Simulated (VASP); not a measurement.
Write the native input for VASP 6.6.1 that does the following.

```
Task                   : single point
Functional             : r2SCAN
Potentials or basis    : VASP PAW PBE potentials, release 64 (Cd, Te)
Cutoff                 : 520 eV
k mesh                 : 8 × 8 × 8
Occupations            : fermi-dirac, width 0.02 eV
Spin                   : no spin polarisation
Dipole correction      : no
Further INCAR settings : ALGO = Normal; EDIFF = 1e-06; NBANDS = 16
```

CdTe:

```xyz
2
Lattice="0.0000 3.2786 3.2786 3.2786 0.0000 3.2786 3.2786 3.2786 0.0000" Properties=species:S:1:pos:R:3 pbc="T T T"
Cd    0.0000    0.0000    0.0000
Te    1.6393    1.6393    1.6393
```

These files were run (other wordings do the same):

POSCAR

```
CdTe
1.0
    0.0000000000      3.2786029453      3.2786029453
    3.2786029453      0.0000000000      3.2786029453
    3.2786029453      3.2786029453      0.0000000000
Cd Te
1 1
Direct
    0.0000000000      0.0000000000      0.0000000000
    0.2500000000      0.2500000000      0.2500000000
```

INCAR.step1

```
SYSTEM = CdTe
PREC = Accurate ; ENCUT = 520
ISMEAR = -1 ; SIGMA = 0.02
LREAL = .False. ; LASPH = .True.
NELM = 60 ; NBANDS = 16
GGA = PE ; ALGO = Normal
EDIFF = 1E-4 ; LWAVE = .True.
LCHARG = .False.
```

INCAR.step2

```
SYSTEM = CdTe
PREC = Accurate ; ENCUT = 520
EDIFF = 1E-6 ; ISMEAR = -1
SIGMA = 0.02 ; LREAL = .False.
LASPH = .True. ; NELM = 60
ALGO = Normal ; ISIF = 2
LWAVE = .False. ; LCHARG = .False.
METAGGA = R2SCAN ; LMIXTAU = .True.
NBANDS = 16 ; ISTART = 1
```

KPOINTS

```
Automatic mesh
0
Gamma
  8 8 8
  0 0 0
```

Potentials or basis: VASP PAW PBE potentials, release 64 (Cd, Te).

The run is started by

```bash
$ cat potpaw_PBE.64/Cd/POTCAR potpaw_PBE.64/Te/POTCAR > POTCAR
$ cp INCAR.step1 INCAR
$ mpirun -np 1 vasp_std > vasp.out
$ cp INCAR.step2 INCAR
$ mpirun -np 1 vasp_std > vasp.out
```

It gave:

```yaml
Pressure: 0.1 GPa
Band_gap_on_the_k_mesh: 1.16 eV, direct
```

Caveat: the PAW data sets were made with another functional, which shifts forces and pressure a little; spin-orbit coupling is left out, which moves the levels of the heavy elements.

Run time: 83 s on 1 thread of Intel(R) Xeon(R) Platinum 8488C (Sapphire Rapids), with other jobs on the host, peak memory 0.23 GiB.
